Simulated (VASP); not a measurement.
Set up this calculation in VASP 6.6.1, as the native input.

- Task: single point
- Functional: LDA
- Potentials or basis: VASP PAW LDA potentials, release 64 (Cd, Se)
- Cutoff: 500 eV
- k mesh: 6 × 6 × 3
- Occupations: fermi-dirac, width 0.1 eV
- Spin: no spin polarisation
- Dipole correction: no
- Further INCAR settings: ALGO = Normal; EDIFF = 1e-06; NBANDS = 26

The structure of CdSe (Cadmoselite) lies in POSCAR:

```
CdSe
1.0
    4.3000000000      0.0000000000      0.0000000000
   -2.1500000000      3.7239092363      0.0000000000
    0.0000000000      0.0000000000      7.0200000000
Cd Se
2 2
Direct
    0.6666666667      0.3333333333      0.5000000000
    0.3333333333      0.6666666667      0.0000000000
    0.6666666667      0.3333333333      0.8850000000
    0.3333333333      0.6666666667      0.3850000000
```

The input as run:

INCAR

```
ALGO     = Normal         # electronic algorithm
EDIFF    = 1E-6           # SCF threshold, eV
ENCUT    = 500            # plane-wave cutoff, eV
GGA      = CA             # functional
GGA_COMPAT= False        
ISIF     = 2              # what is computed and relaxed
ISMEAR   = -1             # smearing method
LASPH    = True           # aspherical terms in the spheres
LCHARG   = True           # write CHGCAR
LELF     = True           # ELF
LREAL    = False          # projectors in reciprocal space
LVHAR    = True         
LWAVE    = False          # write WAVECAR
NBANDS   = 26             # bands
NELM     = 120            # most SCF steps
PREC     = Accurate       # precision mode
SIGMA    = 0.1            # smearing width, eV
```

KPOINTS

```
k-points
0
Gamma
  6 6 3
```

Potentials or basis: VASP PAW LDA potentials, release 64 (Cd, Se).

Run with:

```bash
$ cat potpaw_LDA.64/Cd/POTCAR potpaw_LDA.64/Se/POTCAR > POTCAR
$ mpirun -np 1 vasp_std > vasp.out
```

It gave:

The pressure is -1.4 GPa, the largest force is 0.267 eV/Å and the band gap on the k mesh is 0.46 eV, direct.

Run time: 17 s on 1 thread of Intel(R) Xeon(R) 6975P-C (Granite Rapids), on a shared host, peak memory 0.2 GiB.
